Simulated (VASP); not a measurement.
The system is MgSe.

```xyz
2
Lattice="0.0000 2.7255 2.7255 2.7255 0.0000 2.7255 2.7255 2.7255 0.0000" Properties=species:S:1:pos:R:3 pbc="T T T"
Mg    0.0000    0.0000    0.0000
Se    2.7255    2.7255    2.7255
```

Base run:

| Quantity | Value |
| --- | --- |
| Program | VASP 6.6.1 |
| Functional | r2SCAN |
| Potentials or basis | VASP PAW PBE potentials, release 64 (Mg, Se) |
| Cutoff | 660 eV |
| k mesh | 10 × 10 × 10 |
| Occupations | gaussian, width 0.05 eV |
| Spin | no spin polarisation |

Its results: band gap on the k mesh 2.46 eV, indirect (least direct gap 3.50 eV); pressure 0.5 GPa.

**Question.** The run is repeated on the same cell with these changes: dispersion from none to D4. What comes out?

**Answer.** Band gap on the k mesh 2.46 eV, indirect (least direct gap 3.50 eV); pressure -0.3 GPa.

Dispersion adds attraction, which lowers the pressure at fixed volume and, as a term added to the energy, leaves the levels alone.

Caveats: the PAW data sets were made with another functional, which shifts forces and pressure a little.

A k mesh can miss the band edges.
